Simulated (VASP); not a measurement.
# BaTe in VASP: further runs

Runs on BaTe. Level: PBEsol. Tasks: electric field gradients.

Program: VASP 6.6.1. These are calculated values, not measurements. Logs are shortened: lines on timing, memory, paths and dates and some standing lists are left out, and cuts for length are marked.

**1. The cell of the first run**

Symmetry: Fm-3m, No. 225, cubic system. Conventional cell: a = 6.681 Å, b = 6.681 Å, c = 6.681 Å, α = 90.00°, β = 90.00°, γ = 90.00°. Within 4.4 Å of Ba (site symmetry m-3m) lie 6 Te at 3.34 Å. Within 4.4 Å of Te (site symmetry m-3m) lie 6 Ba at 3.34 Å.

**2. Electric field gradients, PBEsol (37.27 Å³/atom)**

INCAR

```
ALGO = Normal
EDIFF = 1E-8
ENCUT = 520
GGA = PS
ISIF = 2
ISMEAR = -1
LASPH = True
LCHARG = False
LEFG = True
LREAL = False
LWAVE = False
NBANDS = 15
NELM = 80
PREC = Accurate
SIGMA = 0.05
```

KPOINTS

```
k-points
0
Gamma
  10 10 10
```

POSCAR

```
BaTe
1.0
    0.0000000000      3.3403886307      3.3403886307
    3.3403886307      0.0000000000      3.3403886307
    3.3403886307      3.3403886307      0.0000000000
Ba Te
1 1
Direct
    0.0000000000      0.0000000000      0.0000000000
    0.5000000000      0.5000000000      0.5000000000
```

Potentials or basis: VASP PAW PBE potentials, release 64 (Ba_sv, Te).

On the command line:

```sh
$ cat potpaw_PBE.64/Ba_sv/POTCAR potpaw_PBE.64/Te/POTCAR > POTCAR
$ mpirun -np 1 vasp_std > vasp.out
```

OUTCAR:

```text
EDIFF = 1E-8
   ENCUT = 520
   GGA = PS
   ISIF = 2
   ISMEAR = -1
   LASPH = True
   LREAL = False
   NELM = 80
   PREC = Accurate

 ion  position               nearest neighbor table
   1  0.000  0.000  0.000-   2 3.34   2 3.34   2 3.34   2 3.34   2 3.34   2 3.34
   2  0.500  0.500  0.500-   1 3.34   1 3.34   1 3.34   1 3.34   1 3.34   1 3.34

  LATTYP: Found a face centered cubic cell.
 ALAT       =     6.6807772614

  Lattice vectors:

 A1 = (   0.0000000000,   3.3403886307,   3.3403886307)
 A2 = (   3.3403886307,   0.0000000000,   3.3403886307)
 A3 = (   3.3403886307,   3.3403886307,   0.0000000000)

Analysis of symmetry for initial positions (statically):
=====================================================================
 Subroutine PRICEL returns:
 Original cell was already a primitive cell.

 Routine SETGRP: Setting up the symmetry group for a
 face centered cubic supercell.

 Subroutine GETGRP returns: Found 48 space group operations
 (whereof 48 operations were pure point group operations)
 out of a pool of 48 trial point group operations.

The static configuration has the point symmetry O_h .

Analysis of symmetry for dynamics (positions and initial velocities):
=====================================================================
 Subroutine PRICEL returns:
 Original cell was already a primitive cell.

 Routine SETGRP: Setting up the symmetry group for a
 face centered cubic supercell.

 Subroutine GETGRP returns: Found 48 space group operations
 (whereof 48 operations were pure point group operations)
 out of a pool of 48 trial point group operations.

The dynamic configuration has the point symmetry O_h .

 Subroutine INISYM returns: Found 48 space group operations
 (whereof 48 operations are pure point group operations),
 and found     1 'primitive' translations

----------------------------------------------------------------------------------------

                                     Primitive cell

  volume of cell :      74.5454

  direct lattice vectors                    reciprocal lattice vectors
     0.000000000  3.340388631  3.340388631    -0.149683182  0.149683182  0.149683182
     3.340388631  0.000000000  3.340388631     0.149683182 -0.149683182  0.149683182
     3.340388631  3.340388631  0.000000000     0.149683182  0.149683182 -0.149683182

[... 127 lines left out ...]

  energy without entropy =       -9.04307437  energy(sigma->0) =       -9.04307450

 E-fermi :   3.6495     XC(G=0):  -8.9865

 val. band max:        3.1154876381   @ k =   0.0000   0.0000   0.0000
 cond. band min:       4.1743747523   @ k =   0.5000   0.5000   0.0000
 fundamental gap:      1.0588871142
 Fermi energy:         3.6494670654

 k-point     1 :       0.0000    0.0000    0.0000
  band No.  band energies     occupation
      1     -23.5498      2.00000
      2      -8.7262      2.00000
      3      -8.7262      2.00000
      4      -8.7262      2.00000
      5      -6.8101      2.00000
      6       3.1155      1.99995
      7       3.1155      1.99995
      8       3.1155      1.99995
      9       5.8400      0.00000
     10       5.8400      0.00000
     11       5.8400      0.00000
     12       6.4494      0.00000
     13       6.6507      0.00000
     14       6.6507      0.00000
[... 401 lines left out ...]
      2      -9.1739      2.00000
      3      -8.8549      2.00000
      4      -8.8385      2.00000
      5      -6.2787      2.00000
      6       1.3916      2.00000
      7       2.4770      2.00000
      8       2.5934      2.00000
      9       4.6735      0.00000
     10       7.7151      0.00000
     11       8.0871      0.00000
     12       8.8433      0.00000
     13       8.8660      0.00000
     14      10.2955      0.00000
     15      11.7602      0.00000

 [... further k-points ...]
[... 5 lines left out ...]
  --------------------------------------------------------------------------------------
  -------------------------------------------------------------------------------------
  Total        2.4721608      2.4721608      2.4721608     -0.0000000      0.0000000      0.0000000
  in kB       53.1332407     53.1332407     53.1332407     -0.0000000      0.0000000      0.0000000
  external PRESSURE =      53.1332407 kB  Pullay stress =       0.0000000 kB

 VOLUME and BASIS-vectors are now :
 -----------------------------------------------------------------------------
  energy-cutoff  :      520.00
  volume of cell :       74.55
      direct lattice vectors                 reciprocal lattice vectors
     0.000000000  3.340388631  3.340388631    -0.149683182  0.149683182  0.149683182
     3.340388631  0.000000000  3.340388631     0.149683182 -0.149683182  0.149683182
     3.340388631  3.340388631  0.000000000     0.149683182  0.149683182 -0.149683182

 POSITION                                       TOTAL-FORCE (eV/Angst)
 -----------------------------------------------------------------------------------
      0.00000      0.00000      0.00000         0.000000      0.000000      0.000000
      3.34039      3.34039      3.34039        -0.000000     -0.000000     -0.000000
 -----------------------------------------------------------------------------------
    total drift:                                0.000000      0.000000      0.000000

  FREE ENERGIE OF THE ION-ELECTRON SYSTEM (eV)
  ---------------------------------------------------
  free  energy   TOTEN  =        -9.0430746231 eV

  energy  without entropy=       -9.0430743674  energy(sigma->0) =       -9.04307450

 Electric field gradients (V/A^2)
---------------------------------------------------------------------
 ion       V_xx      V_yy      V_zz      V_xy      V_xz      V_yz
---------------------------------------------------------------------
   1       0.000     0.000    -0.000    -0.000    -0.000    -0.000
   2       0.000     0.000     0.000    -0.000    -0.000    -0.000
---------------------------------------------------------------------

 Electric field gradients after diagonalization (V/A^2)
 (convention: |V_zz| > |V_xx| > |V_yy|)
----------------------------------------------------------------------
 ion       V_xx      V_yy      V_zz     asymmetry (V_yy - V_xx)/ V_zz
----------------------------------------------------------------------
   1       0.000     0.000    -0.001       0.000
   2       0.000     0.000    -0.000       0.000
----------------------------------------------------------------------

           NMR quadrupolar parameters

 Cq : quadrupolar parameter    Cq=e*Q*V_zz/h
 eta: asymmetry parameters     (V_yy - V_xx)/ V_zz
 Q  : nuclear electric quadrupole moment in mb (millibarn)
----------------------------------------------------------------------
 ion       Cq(MHz)       eta       Q (mb)
----------------------------------------------------------------------
   1      -0.000       0.000       1.000
   2      -0.000       0.000       1.000
----------------------------------------------------------------------
```

stdout:

```text
POSCAR found type information on POSCAR BaTe
 POSCAR found :  2 types and       2 ions
 scaLAPACK will be used
 -----------------------------------------------------------------------------
|                                                                             |
|                                                                             |
|     You enforced a specific xc type in the INCAR file but a different       |
|     I HOPE YOU KNOW WHAT YOU ARE DOING!                                     |
|                                                                             |
 -----------------------------------------------------------------------------

 LDA part: xc-table for (Slater+PW92), standard interpolation
 POSCAR, INCAR and KPOINTS ok, starting setup
 FFT: planning ... GRIDC
 FFT: planning ... GRID_SOFT
 FFT: planning ... GRID
 WAVECAR not read
 entering main loop
ion   1

ion   2
```

Run time: 34 s. Hardware: 1 thread of Intel Xeon Platinum 8488C (Sapphire Rapids), shared host; peak memory 0.23 GiB.

Results:

- Free energy: -9.0431 eV
- Pressure: 5.3 GPa
- Band gap on the k mesh: 1.06 eV (least direct gap 1.43 eV)
- Largest electric field gradient by atom: zero within the noise of the run

Levels at points of the mesh, in eV from the valence-band top:
```tsv
k point	band 5	band 6	band 7	band 8	band 9	band 10	band 11	band 12
(0.00, 0.00, 0.00)	-9.93	0.00	0.00	0.00	2.72	2.72	2.72	3.33
(0.50, 0.00, 0.00)	-8.67	-2.71	-1.47	-1.47	4.25	5.02	5.11	5.11
(0.50, 0.50, 0.00)	-9.68	-1.16	-0.37	-0.37	1.06	4.62	5.18	6.18
```

Caveat: the cell stands under pressure; the PAW data sets were made with another functional, which shifts forces and pressure a little; spin-orbit coupling is left out, which moves the levels of the heavy elements.

**3. Electric field gradients, PBEsol (37.27 Å³/atom)**

INCAR

```
SYSTEM = BaTe
PREC = Accurate
ENCUT = 520
EDIFF = 1E-8
ISMEAR = -1
SIGMA = 0.05
LREAL = .FALSE.
LASPH = .TRUE.
NELM = 100
ALGO = Normal
ISIF = 2
LWAVE = .FALSE.
LCHARG = .FALSE.
GGA = PS
LEFG = .TRUE.
NBANDS = 15
```

KPOINTS

```
regular mesh
0
G
  10 10 10
  0 0 0
```

POSCAR is that of step 2.

Potentials or basis: VASP PAW PBE potentials, release 64 (Ba_sv, Te).

On the command line:

```sh
$ cat potpaw_PBE.64/Ba_sv/POTCAR potpaw_PBE.64/Te/POTCAR > POTCAR
$ mpirun -np 1 vasp_std > vasp.out
```

OUTCAR:

```text
SYSTEM = BaTe
   PREC = Accurate
   ENCUT = 520
   EDIFF = 1E-8
   ISMEAR = -1
   LREAL = .FALSE.
   LASPH = .TRUE.
   NELM = 100
   ISIF = 2
   GGA = PS

 ion  position               nearest neighbor table
   1  0.000  0.000  0.000-   2 3.34   2 3.34   2 3.34   2 3.34   2 3.34   2 3.34
   2  0.500  0.500  0.500-   1 3.34   1 3.34   1 3.34   1 3.34   1 3.34   1 3.34

  LATTYP: Found a face centered cubic cell.
 ALAT       =     6.6807772614

  Lattice vectors:

 A1 = (   0.0000000000,   3.3403886307,   3.3403886307)
 A2 = (   3.3403886307,   0.0000000000,   3.3403886307)
 A3 = (   3.3403886307,   3.3403886307,   0.0000000000)

Analysis of symmetry for initial positions (statically):
=====================================================================
 Subroutine PRICEL returns:
 Original cell was already a primitive cell.

 Routine SETGRP: Setting up the symmetry group for a
 face centered cubic supercell.

 Subroutine GETGRP returns: Found 48 space group operations
 (whereof 48 operations were pure point group operations)
 out of a pool of 48 trial point group operations.

The static configuration has the point symmetry O_h .

Analysis of symmetry for dynamics (positions and initial velocities):
=====================================================================
 Subroutine PRICEL returns:
 Original cell was already a primitive cell.

 Routine SETGRP: Setting up the symmetry group for a
 face centered cubic supercell.

 Subroutine GETGRP returns: Found 48 space group operations
 (whereof 48 operations were pure point group operations)
 out of a pool of 48 trial point group operations.

The dynamic configuration has the point symmetry O_h .

 Subroutine INISYM returns: Found 48 space group operations
 (whereof 48 operations are pure point group operations),
 and found     1 'primitive' translations

----------------------------------------------------------------------------------------

                                     Primitive cell

  volume of cell :      74.5454

  direct lattice vectors                    reciprocal lattice vectors
     0.000000000  3.340388631  3.340388631    -0.149683182  0.149683182  0.149683182
     3.340388631  0.000000000  3.340388631     0.149683182 -0.149683182  0.149683182
     3.340388631  3.340388631  0.000000000     0.149683182  0.149683182 -0.149683182

  length of vectors
     4.724022905  4.724022905  4.724022905     0.259258877  0.259258877  0.259258877

  position of ions in fractional coordinates (direct lattice)
     0.000000000  0.000000000  0.000000000
     0.500000000  0.500000000  0.500000000

  ion indices of the primitive-cell ions
   primitive index   ion index
                 1           1
                 2           2

----------------------------------------------------------------------------------------

 KPOINTS: regular mesh

Automatic generation of k-mesh.
 Grid dimensions read from file:
 generate k-points for:   10   10   10

 Generating k-lattice:

  Cartesian coordinates                     Fractional coordinates (reciprocal lattice)
[... 76 lines left out ...]
   EFERMI_NEDOS =   21; number of points for ismear=-14 and -15
   IALGO  =     38    algorithm
   IMIX   =      4    mixing-type and parameters
     AMIX     =   0.40;   BMIX     =  1.00
     AMIX_MAG =   1.60;   BMIX_MAG =  1.00
  volume/ion in A,a.u.               =      37.27       251.53
  Fermi-wavevector in a.u.,A,eV,Ry     =   0.980184  1.852280 13.071956  0.960762
  Thomas-Fermi vector in A             =   2.111095
   LORBIT       =      0    0 simple, 1 ext, 2 COOP (PROOUT), +10 PAW based schemes
   GGA     = PS    functional components
   LHFCALC =     F    Hartree Fock is set to
   AEXX    =    0.0000 exact exchange contribution
   IVDW    =     0    specifies the selected vdW correction
   LEPSILON=     F    determine dielectric tensor
   LRPA    =     F    only Hartree local field effects (RPA)
 non-spin polarized calculation
  energy-cutoff  :      520.00
  volume of cell :       74.55
 maximum number of plane-waves:      2044
   NGX = 17   NGY = 17   NGZ = 17

 number of electron      16.0000000 magnetization

 Free energy of the ion-electron system (eV)
  ---------------------------------------------------
  ext. energy  EPLUGINS =         0.00000000
  ---------------------------------------------------
  free energy    TOTEN  =        -9.04307462 eV

  energy without entropy =       -9.04307437  energy(sigma->0) =       -9.04307450

 E-fermi :   3.6495     XC(G=0):  -8.9865

 val. band max:        3.1154876381   @ k =   0.0000   0.0000   0.0000
 cond. band min:       4.1743747523   @ k =   0.5000   0.5000   0.0000
 fundamental gap:      1.0588871142
 Fermi energy:         3.6494670654

 k-point     1 :       0.0000    0.0000    0.0000
  band No.  band energies     occupation
      1     -23.5498      2.00000
      2      -8.7262      2.00000
      3      -8.7262      2.00000
      4      -8.7262      2.00000
      5      -6.8101      2.00000
      6       3.1155      1.99995
      7       3.1155      1.99995
      8       3.1155      1.99995
      9       5.8400      0.00000
     10       5.8400      0.00000
     11       5.8400      0.00000
     12       6.4494      0.00000
     13       6.6507      0.00000
     14       6.6507      0.00000
[... 401 lines left out ...]
      2      -9.1739      2.00000
      3      -8.8549      2.00000
      4      -8.8385      2.00000
      5      -6.2787      2.00000
      6       1.3916      2.00000
      7       2.4770      2.00000
      8       2.5934      2.00000
      9       4.6735      0.00000
     10       7.7151      0.00000
     11       8.0871      0.00000
     12       8.8433      0.00000
     13       8.8660      0.00000
     14      10.2955      0.00000
     15      11.7602      0.00000

 [... further k-points ...]
[... 5 lines left out ...]
  --------------------------------------------------------------------------------------
  -------------------------------------------------------------------------------------
  Total        2.4721608      2.4721608      2.4721608     -0.0000000      0.0000000      0.0000000
  in kB       53.1332407     53.1332407     53.1332407     -0.0000000      0.0000000      0.0000000
  external PRESSURE =      53.1332407 kB  Pullay stress =       0.0000000 kB

 VOLUME and BASIS-vectors are now :
 -----------------------------------------------------------------------------
  energy-cutoff  :      520.00
  volume of cell :       74.55
      direct lattice vectors                 reciprocal lattice vectors
     0.000000000  3.340388631  3.340388631    -0.149683182  0.149683182  0.149683182
     3.340388631  0.000000000  3.340388631     0.149683182 -0.149683182  0.149683182
     3.340388631  3.340388631  0.000000000     0.149683182  0.149683182 -0.149683182

 POSITION                                       TOTAL-FORCE (eV/Angst)
 -----------------------------------------------------------------------------------
      0.00000      0.00000      0.00000         0.000000      0.000000      0.000000
      3.34039      3.34039      3.34039        -0.000000     -0.000000     -0.000000
 -----------------------------------------------------------------------------------
    total drift:                                0.000000      0.000000      0.000000

  FREE ENERGIE OF THE ION-ELECTRON SYSTEM (eV)
  ---------------------------------------------------
  free  energy   TOTEN  =        -9.0430746231 eV

  energy  without entropy=       -9.0430743674  energy(sigma->0) =       -9.04307450

 Electric field gradients (V/A^2)
---------------------------------------------------------------------
 ion       V_xx      V_yy      V_zz      V_xy      V_xz      V_yz
---------------------------------------------------------------------
   1       0.000     0.000    -0.000    -0.000    -0.000    -0.000
   2       0.000     0.000     0.000    -0.000    -0.000    -0.000
---------------------------------------------------------------------

 Electric field gradients after diagonalization (V/A^2)
 (convention: |V_zz| > |V_xx| > |V_yy|)
----------------------------------------------------------------------
 ion       V_xx      V_yy      V_zz     asymmetry (V_yy - V_xx)/ V_zz
----------------------------------------------------------------------
   1       0.000     0.000    -0.001       0.000
   2       0.000     0.000    -0.000       0.000
----------------------------------------------------------------------

           NMR quadrupolar parameters

 Cq : quadrupolar parameter    Cq=e*Q*V_zz/h
 eta: asymmetry parameters     (V_yy - V_xx)/ V_zz
 Q  : nuclear electric quadrupole moment in mb (millibarn)
----------------------------------------------------------------------
 ion       Cq(MHz)       eta       Q (mb)
----------------------------------------------------------------------
   1      -0.000       0.000       1.000
   2      -0.000       0.000       1.000
----------------------------------------------------------------------
```

OSZICAR:

```text
N       E                     dE             d eps       ncg     rms          rms(c)
DAV:   1     0.802783480496E+02    0.80278E+02   -0.64632E+03  1410   0.907E+02
DAV:   2    -0.454034249014E+01   -0.84819E+02   -0.77413E+02  1888   0.159E+02
DAV:   3    -0.905115144576E+01   -0.45108E+01   -0.44839E+01  1920   0.383E+01
DAV:   4    -0.914597096934E+01   -0.94820E-01   -0.94791E-01  1863   0.567E+00
DAV:   5    -0.914783218712E+01   -0.18612E-02   -0.18612E-02  1999   0.628E-01    0.462E+00
DAV:   6    -0.905398475991E+01    0.93847E-01   -0.84829E-02  1634   0.156E+00    0.299E+00
DAV:   7    -0.904248863351E+01    0.11496E-01   -0.75580E-02  1718   0.154E+00    0.703E-01
DAV:   8    -0.904283981989E+01   -0.35119E-03   -0.88652E-03  1578   0.552E-01    0.186E-01
DAV:   9    -0.904301423377E+01   -0.17441E-03   -0.36469E-04  1781   0.139E-01    0.484E-02
DAV:  10    -0.904306655418E+01   -0.52320E-04   -0.44141E-05  1788   0.437E-02    0.146E-02
DAV:  11    -0.904307578060E+01   -0.92264E-05   -0.20291E-05  1725   0.264E-02    0.163E-02
DAV:  12    -0.904307449335E+01    0.12873E-05   -0.29956E-06  1753   0.101E-02    0.147E-03
DAV:  13    -0.904307456428E+01   -0.70932E-07   -0.25657E-07  1711   0.259E-03    0.123E-03
DAV:  14    -0.904307458309E+01   -0.18815E-07   -0.60778E-09  1404   0.496E-04    0.119E-03
DAV:  15    -0.904307462380E+01   -0.40703E-07   -0.92755E-09  1326   0.565E-04    0.142E-04
DAV:  16    -0.904307462313E+01    0.67030E-09   -0.12632E-09   908   0.200E-04
   1 F= -.90430746E+01 E0= -.90430745E+01  d E =-.255758E-06
```

It took 35 s on 1 thread of Intel Xeon Platinum 8488C (Sapphire Rapids), shared host; peak memory 0.23 GiB.

Results:

```
Free energy                             : -9.0431 eV
Pressure                                : 5.3 GPa
Band gap on the k mesh                  : 1.06 eV (least direct gap 1.43 eV)
Largest electric field gradient by atom : zero within the noise of the run
```

Caveat: the cell stands under pressure; the PAW data sets were made with another functional, which shifts forces and pressure a little; spin-orbit coupling is left out, which moves the levels of the heavy elements. A k mesh can miss the band edges.

[end of part 1 of 3]
